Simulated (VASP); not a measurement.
# Os (Fm-3m) in VASP: single point with PBEsol

Aim: the single point of Os with PBEsol.

Everything below comes from runs of VASP 6.6.1. Logs are shortened: lines on timing, memory, paths and dates and some standing lists are left out, and cuts for length are marked.

## (1) The cell of the first run

Symmetry: Fm-3m, No. 225, cubic system. Conventional cell: a = 3.890 Å, b = 3.890 Å, c = 3.890 Å, α = 90.00°, β = 90.00°, γ = 90.00°. Within 3.6 Å of Os (site symmetry m-3m) lie 12 Os at 2.75 Å.

This isn't the form of Os at room conditions, which is hcp.

## (2) Single point, PBEsol

The input, POSCAR:

```
Os
1.0
    0.0000000000      1.9450000000      1.9450000000
    1.9450000000      0.0000000000      1.9450000000
    1.9450000000      1.9450000000      0.0000000000
Os
1
Direct
    0.0000000000      0.0000000000      0.0000000000
```

The input, INCAR.step1:

```
  PREC = Accurate
  ENCUT = 420
  EDIFF = 1E-6
  ISMEAR = 0
  SIGMA = 0.15
  LREAL = F
  LASPH = T
  NELM = 120
  ALGO = Normal
  ISIF = 2
  LWAVE = F
  LCHARG = T
  LMAXMIX = 4
  GGA = PS
  NBANDS = 14
  GGA_COMPAT = F
  NEDOS = 2001
  LORBIT = 11
```

The input, KPOINTS.step1:

```
regular mesh
0
Gamma
  7 7 7
```

The input, INCAR.step2:

```
  PREC = Accurate
  ENCUT = 420
  EDIFF = 1E-6
  ISMEAR = -5
  SIGMA = 0.15
  LREAL = F
  LASPH = T
  NELM = 120
  ALGO = Normal
  ISIF = 2
  LWAVE = F
  LCHARG = F
  LMAXMIX = 4
  GGA = PS
  LORBIT = 11
  NBANDS = 14
  NEDOS = 2001
  ICHARG = 11
  GGA_COMPAT = F
```

The input, KPOINTS.step2:

```
regular mesh
0
Gamma
  11 11 11
```

Potentials or basis: VASP PAW PBE potentials, release 64 (Os_sv_GW).

Launch:

```bash
$ cat potpaw_PBE.64/Os_sv_GW/POTCAR > POTCAR
$ cp INCAR.step1 INCAR
$ cp KPOINTS.step1 KPOINTS
$ mpirun -np 1 vasp_std > vasp.out
$ cp INCAR.step2 INCAR
$ cp KPOINTS.step2 KPOINTS
$ mpirun -np 1 vasp_std > vasp.out
```

OUTCAR:

```text
PREC = Accurate
   ENCUT = 420
   EDIFF = 1E-6
   ISMEAR = -5
   LREAL = F
   LASPH = T
   NELM = 120
   ISIF = 2
   GGA = PS
   LORBIT = 11
   ICHARG = 11

 ion  position               nearest neighbor table
   1  0.000  0.000  0.000-

  LATTYP: Found a face centered cubic cell.
 ALAT       =     3.8900000000

  Lattice vectors:

 A1 = (   0.0000000000,   1.9450000000,   1.9450000000)
 A2 = (   1.9450000000,   0.0000000000,   1.9450000000)
 A3 = (   1.9450000000,   1.9450000000,   0.0000000000)

Analysis of symmetry for initial positions (statically):
=====================================================================
 Subroutine PRICEL returns:
 Original cell was already a primitive cell.

 Routine SETGRP: Setting up the symmetry group for a
 face centered cubic supercell.

 Subroutine GETGRP returns: Found 48 space group operations
 (whereof 48 operations were pure point group operations)
 out of a pool of 48 trial point group operations.

The static configuration has the point symmetry O_h .

Analysis of symmetry for dynamics (positions and initial velocities):
=====================================================================
 Subroutine PRICEL returns:
 Original cell was already a primitive cell.

 Routine SETGRP: Setting up the symmetry group for a
 face centered cubic supercell.

 Subroutine GETGRP returns: Found 48 space group operations
 (whereof 48 operations were pure point group operations)
 out of a pool of 48 trial point group operations.

The dynamic configuration has the point symmetry O_h .

 Subroutine INISYM returns: Found 48 space group operations
 (whereof 48 operations are pure point group operations),
 and found     1 'primitive' translations

----------------------------------------------------------------------------------------

                                     Primitive cell

  volume of cell :      14.7160

  direct lattice vectors                    reciprocal lattice vectors
     0.000000000  1.945000000  1.945000000    -0.257069409  0.257069409  0.257069409
     1.945000000  0.000000000  1.945000000     0.257069409 -0.257069409  0.257069409
     1.945000000  1.945000000  0.000000000     0.257069409  0.257069409 -0.257069409

  length of vectors
     2.750645379  2.750645379  2.750645379     0.445257277  0.445257277  0.445257277

  position of ions in fractional coordinates (direct lattice)
     0.000000000  0.000000000  0.000000000

  ion indices of the primitive-cell ions
   primitive index   ion index
                 1           1

----------------------------------------------------------------------------------------

 KPOINTS: regular mesh

Automatic generation of k-mesh.
 Grid dimensions read from file:
 generate k-points for:   11   11   11

 Generating k-lattice:

  Cartesian coordinates                     Fractional coordinates (reciprocal lattice)
    -0.023369946  0.023369946  0.023369946     0.090909091  0.000000000  0.000000000
     0.023369946 -0.023369946  0.023369946     0.000000000  0.090909091  0.000000000
     0.023369946  0.023369946 -0.023369946     0.000000000  0.000000000  0.090909091

  Length of vectors
     0.040477934  0.040477934  0.040477934

  Shift w.r.t. Gamma in fractional coordinates (k-lattice)
     0.000000000  0.000000000  0.000000000

 TETIRR: Found    201 inequivalent tetrahedra from     7986

 Subroutine IBZKPT returns following result:
 ===========================================

 Found     56 irreducible k-points:

 Following reciprocal coordinates:
            Coordinates               Weight
  0.000000  0.000000  0.000000      1.000000
  0.090909  0.000000  0.000000      8.000000
  0.181818  0.000000  0.000000      8.000000
  0.272727  0.000000  0.000000      8.000000
  0.363636  0.000000  0.000000      8.000000
  0.454545  0.000000  0.000000      8.000000
[... 16 lines left out ...]
 -0.272727  0.181818  0.000000     24.000000
 -0.181818  0.181818  0.000000     12.000000
 [... further k-points ...]
   k-points           NKPTS =     56   k-points in BZ     NKDIM =     56   number of bands    NBANDS=     14
   number of dos      NEDOS =   2001   number of ions     NIONS =      1
   total plane-waves  NPLWV =   5832
   dimension x,y,z NGX =    18 NGY =   18 NGZ =   18
   dimension x,y,z NGXF=    36 NGYF=   36 NGZF=   36
   ions per type =               1
   NGX,Y,Z   is equivalent  to a cutoff of  10.88, 10.88, 10.88 a.u.
   NGXF,Y,Z  is equivalent  to a cutoff of  21.76, 21.76, 21.76 a.u.
 SYSTEM =  unknown system
   PREC   = accura    normal or accurate (medium, high low for compatibility)
   ISTART =      0    job   : 0-new  1-cont  2-samecut
   ICHARG =     11    charge: 1-file 2-atom 10-const
   ISPIN  =      1    spin polarized calculation?
   LNONCOLLINEAR =      F non collinear calculations
   LSORBIT =      F    spin-orbit coupling
   LASPH  =      T    aspherical Exc in radial PAW
   ENCUT  =  420.0 eV  30.87 Ry    5.56 a.u.   4.60  4.60  4.60*2*pi/ulx,y,z
   NELM   =    120;   NELMIN=  2; NELMDL=  0     # of ELM steps
   EDIFF  = 0.1E-05   stopping-criterion for ELM
   LREAL  =      F    real-space projection
   EDIFFG = 0.1E-04   stopping-criterion for IOM
   NSW    =      0    number of steps for IOM
   IBRION =     -1    ionic relax: 0-MD 1-quasi-New 2-CG
   NFREE  =      0    steps in history (QN), initial steepest desc. (CG)
   ISIF   =      2    stress and relaxation
   ISYM   =      2    0-nonsym 1-usesym 2-fastsym
   POTIM  = 0.5000    time-step for ionic-motion
   TEBEG  =    0.0;   TEEND  =   0.0 temperature during run
   PSTRESS=    0.0 pullay stress
   NELECT =      16.0000    total number of electrons
   NUPDOWN=      -1.0000    fix difference up-down
   EMIN   =  10.00;   EMAX   =-10.00  energy-range for DOS
   EFERMI =   0.00;   METHOD = LEGACY
   ISMEAR =    -5;   SIGMA  =   0.15  broadening in eV -4-tet -1-fermi 0-gaus
   EFERMI_NEDOS =   21; number of points for ismear=-14 and -15
   IALGO  =     38    algorithm
   IMIX   =      4    mixing-type and parameters
     AMIX     =   0.40;   BMIX     =  1.00
     AMIX_MAG =   1.60;   BMIX_MAG =  1.00
  volume/ion in A,a.u.               =      14.72        99.31
  Fermi-wavevector in a.u.,A,eV,Ry     =   1.683392  3.181149 38.556300  2.833808
  Thomas-Fermi vector in A             =   2.766601
   LORBIT       =     11    0 simple, 1 ext, 2 COOP (PROOUT), +10 PAW based schemes
   GGA     = PS    functional components
   LHFCALC =     F    Hartree Fock is set to
   AEXX    =    0.0000 exact exchange contribution
   IVDW    =     0    specifies the selected vdW correction
   LEPSILON=     F    determine dielectric tensor
   LRPA    =     F    only Hartree local field effects (RPA)
 non-spin polarized calculation
 Fermi weights with tetrahedron method with Bloechl corrections
  energy-cutoff  :      420.00
  volume of cell :       14.72
 maximum number of plane-waves:       299

 number of electron      16.0000002 magnetization

 Free energy of the ion-electron system (eV)
  ---------------------------------------------------
  ext. energy  EPLUGINS =         0.00000000
  ---------------------------------------------------
  free energy    TOTEN  =       -13.17399305 eV

  energy without entropy =      -13.17399305  energy(sigma->0) =      -13.17399305

 E-fermi :  12.5701     XC(G=0): -14.4326

 val. band max:       12.6475476095   @ k =  -0.3636   0.3636   0.0000
 cond. band min:      12.4480366383   @ k =   0.1818   0.0000   0.0000
 fundamental gap:     -0.1995109712
 Fermi energy:        12.5701003068

 k-point     1 :       0.0000    0.0000    0.0000
  band No.  band energies     occupation
      1     -73.8797      2.00000
      2     -32.8124      2.00000
      3     -32.8124      2.00000
      4     -32.8124      2.00000
      5       2.1547      2.00000
      6       9.7760      2.00000
      7       9.7760      2.00000
      8       9.7760      2.00000
      9      12.6220      1.65250
     10      12.6220      0.22569
     11      25.9816      0.00000
     12      31.4554      0.00000
     13      31.4554      0.00000
     14      31.4554      0.00000

 k-point     2 :       0.0909    0.0000    0.0000
  band No.  band energies     occupation
      1     -73.8734      2.00000
      2     -32.8884      2.00000
      3     -32.8228      2.00000
      4     -32.8228      2.00000
      5       2.5197      2.00000
      6       9.5639      2.00000
      7       9.9323      2.00000
      8       9.9323      2.00000
      9      12.5133      1.97562
     10      12.5133      0.81037
     11      26.6399      0.00000
     12      30.0266      0.00000
     13      32.0951      0.00000
     14      32.0951      0.00000

 k-point     3 :       0.1818    0.0000    0.0000
  band No.  band energies     occupation
      1     -73.8565      2.00000
      2     -33.0873      2.00000
      3     -32.8499      2.00000
      4     -32.8499      2.00000
      5       3.4988      2.00000
      6       9.1691      2.00000
      7      10.2146      2.00000
      8      10.2146      2.00000
      9      12.4480      1.92228
     10      12.4480      0.40322
     11      27.4762      0.00000
     12      28.5394      0.00000
     13      33.8778      0.00000
     14      33.8778      0.00000
[... 324 lines left out ...]
 k-point    23 :      -0.2727    0.1818    0.0000
  band No.  band energies     occupation
      1     -73.8081      2.00000
      2     -33.4678      2.00000
      3     -33.1087      2.00000
      4     -32.9172      2.00000
      5       6.3323      2.00000
      6       8.7892      2.00000
      7       9.2929      2.00000
      8      10.8507      2.00000
      9      12.4109      1.05796
     10      15.9622      0.00000
     11      24.7787      0.00000
     12      28.8443      0.00000
     13      29.8570      0.00000
     14      34.3442      0.00000

 k-point    24 :      -0.1818    0.1818    0.0000
  band No.  band energies     occupation
      1     -73.8269      2.00000
      2     -33.3183      2.00000
      3     -33.0280      2.00000
      4     -32.8767      2.00000
      5       5.3633      2.00000
      6       8.4991      2.00000
      7       9.8770      2.00000
      8      11.2629      2.00000
      9      11.2818      2.00318
     10      14.5362      0.00000
     11      26.7564      0.00000
     12      30.1521      0.00000
     13      31.5731      0.00000
     14      32.1457      0.00000

 [... further k-points ...]
[... 5 lines left out ...]
  --------------------------------------------------------------------------------------
  -------------------------------------------------------------------------------------
  Total       -2.0012343     -2.0012343     -2.0012343      0.0000000     -0.0000000      0.0000000
  in kB     -217.8811727   -217.8811727   -217.8811727      0.0000000     -0.0000000      0.0000000
  external PRESSURE =    -217.8811727 kB  Pullay stress =       0.0000000 kB

 VOLUME and BASIS-vectors are now :
 -----------------------------------------------------------------------------
  energy-cutoff  :      420.00
  volume of cell :       14.72
      direct lattice vectors                 reciprocal lattice vectors
     0.000000000  1.945000000  1.945000000    -0.257069409  0.257069409  0.257069409
     1.945000000  0.000000000  1.945000000     0.257069409 -0.257069409  0.257069409
     1.945000000  1.945000000  0.000000000     0.257069409  0.257069409 -0.257069409

 POSITION                                       TOTAL-FORCE (eV/Angst)
 -----------------------------------------------------------------------------------
      0.00000      0.00000      0.00000         0.000000      0.000000      0.000000
 -----------------------------------------------------------------------------------
    total drift:                                0.000000      0.000000      0.000000

  FREE ENERGIE OF THE ION-ELECTRON SYSTEM (eV)
  ---------------------------------------------------
  free  energy   TOTEN  =       -13.1739930463 eV

  energy  without entropy=      -13.1739930463  energy(sigma->0) =      -13.17399305

 total charge

# of ion       s       p       d       f       tot
--------------------------------------------------
    1        3.695   6.091   5.157   0.137  15.081
```

Wall time 6.3 s (1 thread of Intel Xeon 6975P-C (Granite Rapids), shared host); peak memory 0.13 GiB.

What came out:

| Quantity | Value |
| --- | --- |
| Valence electrons inside the program's atomic spheres | Os 15.08 |

Levels at points of the mesh, in eV from the Fermi level:
| k point | band 5 | band 6 | band 7 | band 8 | band 9 | band 10 | band 11 | band 12 |
| --- | --- | --- | --- | --- | --- | --- | --- | --- |
| (0.00, 0.00, 0.00) | -10.42 | -2.79 | -2.79 | -2.79 | 0.05 | 0.05 | 13.41 | 18.89 |

Caveat: the k points lie up to 0.40 Å⁻¹ apart; the PAW data sets were made with another functional, which shifts forces and pressure a little; spin-orbit coupling is left out, which moves the levels of the heavy elements.
